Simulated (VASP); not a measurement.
**TiCo2: single point with PBEsol**

Crystal: TiCo2.

```
CELL_PARAMETERS angstrom
0.00000 3.19701 3.19701
3.19701 0.00000 3.19701
3.19701 3.19701 0.00000
ATOMIC_POSITIONS crystal
Ti 0.50000 0.50000 0.50000
Ti 0.75000 0.75000 0.75000
Co 0.12500 0.12500 0.12500
Co 0.62500 0.12500 0.12500
Co 0.12500 0.12500 0.62500
Co 0.12500 0.62500 0.12500
```

| Quantity | Value |
| --- | --- |
| Program | VASP 6.6.1 |
| Task | single point |
| Functional | PBEsol |
| Potentials or basis | VASP PAW PBE potentials, release 64 (Ti_sv, Co) |
| Cutoff | 550 eV |
| k mesh | 10 × 10 × 10 |
| Occupations | gaussian, width 0.1 eV |
| Spin | no spin polarisation |
| Dipole correction | no |
| Second try | not_converged |
| Further INCAR settings | ALGO = All; EDIFF = 1e-06; NBANDS = 39 |

| Item | Value |
| --- | --- |
| Pressure | 18.9 GPa |
| Band gap on the k mesh | zero (bands 30 and 31 overlap by 0.86 eV) |

Levels at points of the mesh, in eV from the Fermi level:
```
           k point  band 27  band 28  band 29  band 30  band 31  band 32  band 33  band 34
(0.00, 0.00, 0.00)    -0.72    -0.72    -0.64    -0.64    -0.64     0.95     0.95     0.95
(0.50, 0.00, 0.00)    -0.71    -0.42    -0.42     0.10     0.10     0.61     0.61     0.95
(0.50, 0.50, 0.00)    -0.65    -0.65    -0.60    -0.60    -0.03    -0.03     1.00     1.00
```

Run time: 3.2 min on 4 MPI ranks on AMD EPYC 7R43 64-Core Processor (Zen 3) (shared host), peak memory 0.35 GiB a rank.

Caveat: the cell stands under pressure; the PAW data sets were made with another functional, which shifts forces and pressure a little; the run has no spin polarisation, though such a crystal can be magnetic. Spin polarisation is off, so any magnetic state and its effect on volume and gap are missing.
